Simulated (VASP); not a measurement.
# TiN (rocksalt type): single point with LDA

Crystal: TiN (rocksalt type).

```
Ti N
1.0
     0.00000    1.93635    1.93635
     1.93635    0.00000    1.93635
     1.93635    1.93635    0.00000
Ti N
1 1
Direct
  0.00000 0.00000 0.00000
  0.50000 0.50000 0.50000
```

This cell differs from its parent crystal: volume scaled by 0.8.

```
Program                : VASP 6.6.1
Task                   : single point
Functional             : LDA
Potentials or basis    : VASP PAW LDA potentials, release 64 (Ti_sv, N)
Cutoff                 : 520 eV
k mesh                 : 17 × 17 × 17
Occupations            : fermi-dirac, width 0.08 eV
Spin                   : no spin polarisation
Dipole correction      : no
Further INCAR settings : ALGO = Normal; EDIFF = 1e-07; NBANDS = 16
```

```
Pressure : 115.4 GPa
```

Levels at points of the mesh, in eV from the Fermi level:
```
           k point  band 7  band 8  band 9  band 10  band 11  band 12
(0.00, 0.00, 0.00)   -2.28   -2.28   -0.95    -0.95    -0.95     0.85
```

It took 42 s on 1 thread of Intel Xeon 6975P-C (shared host), peak memory 0.15 GiB.
